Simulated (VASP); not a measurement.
Write the native input for VASP 6.6.1 that does the following.

```yaml
Task: single point
Functional: PBE
Potentials_or_basis: VASP PAW PBE potentials, release 64 (Al, Cu)
Cutoff: 520 eV
k_mesh: 6 × 6 × 6
Occupations: gaussian, width 0.1 eV
Spin: no spin polarisation
Dipole_correction: no
Further_INCAR_settings: ALGO = Normal; EDIFF = 1e-06; NBANDS = 20
```

The structure of AlCu2 lies in POSCAR:

```
AlCu2
1.0
    4.1884900937      0.0000000000      0.0000000000
   -2.0942450468      3.6273388246      0.0000000000
    0.0000000000      0.0000000000      2.5676793479
Al Cu
1 2
Direct
    0.0000000000      0.0000000000      0.0000000000
    0.3333333333      0.6666666667      0.5000000000
    0.6666666667      0.3333333333      0.5000000000
```

These files were run (other wordings do the same):

INCAR

```
  PREC = Accurate
  ENCUT = 520
  EDIFF = 1E-6
  ISMEAR = 0
  SIGMA = 0.1
  LREAL = False
  LASPH = True
  NELM = 100
  ALGO = Normal
  ISIF = 2
  LWAVE = False
  LCHARG = True
  GGA = PE
  LELF = True
  LVHAR = True
  NBANDS = 20
```

KPOINTS

```
regular mesh
0
Gamma
  6 6 6
```

Potentials or basis: VASP PAW PBE potentials, release 64 (Al, Cu).

Launch:

```console
$ cat potpaw_PBE.64/Al/POTCAR potpaw_PBE.64/Cu/POTCAR > POTCAR
$ mpirun -np 1 vasp_std > vasp.out
```

It gave:

| Quantity | Value |
| --- | --- |
| Pressure | 0.5 GPa |

Caveat: the k points lie up to 0.41 Å⁻¹ apart.

It took 8.9 s on 1 thread of AMD EPYC 9R45 96-Core Processor (Zen 5), with other jobs on the host, peak memory 0.13 GiB.
